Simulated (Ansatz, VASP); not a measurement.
One calculation of SnO2, two programs

INCAR

```
PREC = Accurate
ENCUT = 520
EDIFF = 1E-6
ISMEAR = 0
SIGMA = 0.05
LREAL = False
LASPH = True
NELM = 60
ALGO = Normal
ISIF = 2
LWAVE = False
LCHARG = True
LELF = True
LVHAR = True
NBANDS = 35
```

Contents of KPOINTS:

```
Automatic mesh
0
Gamma
  6 6 8
```

File POSCAR:

```
SnO2
1.0
    4.7201335122      0.0000000000      0.0000000000
    0.0000000000      4.7206343096      0.0000000000
    0.0000000000      0.0000000000      3.4120402756
Sn O
2 4
Direct
    0.5000000000      0.5000000000      0.5036858593
    0.0000000000      0.0000000000     -0.0036858593
    0.3059920350      0.3061675039     -0.0235196520
    0.8059920350      0.1938324961      0.5235196520
    0.1940079650      0.8061675039      0.5235196520
    0.6940079650      0.6938324961     -0.0235196520
```

Input for Ansatz:

```yaml
crystal:
  lattice:
    - [4.7201335122, 0.0, 0.0]
    - [0.0, 4.7206343096, 0.0]
    - [0.0, 0.0, 3.4120402756]
  atoms:
    - { symbol: Sn, position: [0.5, 0.5, 0.5036858593] }
    - { symbol: Sn, position: [0.0, 0.0, -0.0036858593] }
    - { symbol: O, position: [0.305992035, 0.3061675039, -0.023519652] }
    - { symbol: O, position: [0.805992035, 0.1938324961, 0.523519652] }
    - { symbol: O, position: [0.194007965, 0.8061675039, 0.523519652] }
    - { symbol: O, position: [0.694007965, 0.6938324961, -0.023519652] }
basis:
  ecutwfc: 520.0
kpoints:
  mp_grid: { grid: [6, 6, 8] }
hamiltonian:
  xc: lda
  pseudopotentials: { kind: paw, azcp: { folder: soft_1 } }
scf:
  occupations: { method: gaussian, width: 0.05 }
output:
  forces: true
  stress: true
  eigenvalues: true
  write_density: true
  write_potential: true
  elf: true
  volumetric_format: npy
```

Change from the starting cell: mode 14 frozen in at -0.075 Å, normal strain along z +0.0700.

Alike in both runs: task single point; functional LDA; k mesh 6 × 6 × 8; occupations gaussian, width 0.05 eV; no spin polarisation.

|  | VASP | Ansatz |
| --- | --- | --- |
| version | VASP 6.6.1 | Ansatz 0.2.0 |
| potentials or method | VASP PAW LDA potentials, release 64 (Sn_d, O), cutoff 520 eV | scalar-relativistic, plane waves, PAW |
| valence electrons in the cell | 52 | 52 |

|  | VASP | Ansatz | Ansatz less VASP |
| --- | --- | --- | --- |
| gap on the k mesh at the Fermi level (eV) | 0.23 | 0.20 | -0.027 |
| least direct gap on the mesh (eV) | 0.23 | 0.20 | -0.027 |
| pressure (GPa) | -11.7 | -12.7 | -1.00 |
| traceless stress, the component that is largest in VASP (GPa) | -9.76 | -9.83 | -0.075 |
| rms of the force components (eV/Å) | 0.619 | 0.594 | -0.0259 |

Ansatz warns that its potentials were made for another functional, while VASP's fit it. LDA's correlation is that of Perdew and Zunger in VASP and of Perdew and Wang (1992) in Ansatz. Atom by atom the forces differ by 0.029 eV/Å (rms over components).
